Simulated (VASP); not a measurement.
## Na2HgSe2: single point with PBE

Crystal: Na2HgSe2.

```xyz
5
Lattice="4.7713 0.0000 0.0000 -2.3857 4.1321 0.0000 0.0000 0.0000 7.7618" Properties=species:S:1:pos:R:3 pbc="T T T"
Na    0.0000    2.7547    0.0000
Na    2.3857    1.3774    0.0000
Hg    0.0000    0.0000    3.8809
Se    0.0000    0.0000    1.8568
Se    0.0000    0.0000    5.9050
```

```yaml
Program: VASP 6.6.1
Task: single point
Functional: PBE
Potentials_or_basis: VASP PAW PBE potentials, release 64 (Na_pv, Hg, Se)
Cutoff: 520 eV
k_mesh: 6 × 6 × 2
Occupations: gaussian, width 0.1 eV
Spin: no spin polarisation
Dipole_correction: no
Further_INCAR_settings: ALGO = Normal; EDIFF = 1e-06; NBANDS = 27
```

The pressure is 17.7 GPa and the largest force is 14.146 eV/Å. The band gap on the k mesh is 1.04 eV, direct.

Forces on the atoms (eV/Å):
```
Na    0.000   0.000   0.000
Na    0.000   0.000   0.000
Hg    0.000   0.000   0.000
Se    0.000   0.000 -14.146
Se    0.000   0.000  14.146
```

Stress tensor (GPa, compression positive):
```
 0.16  0.00  0.00
 0.00  0.16  0.00
 0.00  0.00 52.80
```

Levels at points of the mesh, in eV from the valence-band top:
```csv
k point,band 16,band 17,band 18,band 19,band 20,band 21,band 22,band 23
"(0.00, 0.00, 0.00)",-1.72,-1.61,0.00,0.00,1.04,3.82,4.79,5.31
"(0.50, 0.00, 0.00)",-1.99,-1.49,-1.11,-0.26,1.88,2.75,4.41,4.71
"(0.00, 0.00, 0.50)",-1.48,-1.48,-0.42,-0.42,1.95,3.58,5.69,5.69
"(0.50, 0.00, 0.50)",-2.63,-2.01,-1.74,-0.73,3.27,3.49,4.04,4.75
```

It took 24 s on 1 thread of Intel(R) Xeon(R) 6975P-C (Granite Rapids) (shared host), peak memory 0.28 GiB.

Caveat: spin-orbit coupling is left out, which moves the levels of the heavy elements; forces of over 1 eV/Å act on the atoms, so gaps and moduli don't describe the material at rest. Expect the measured gap to be larger: semilocal functionals such as PBE lack the derivative discontinuity.
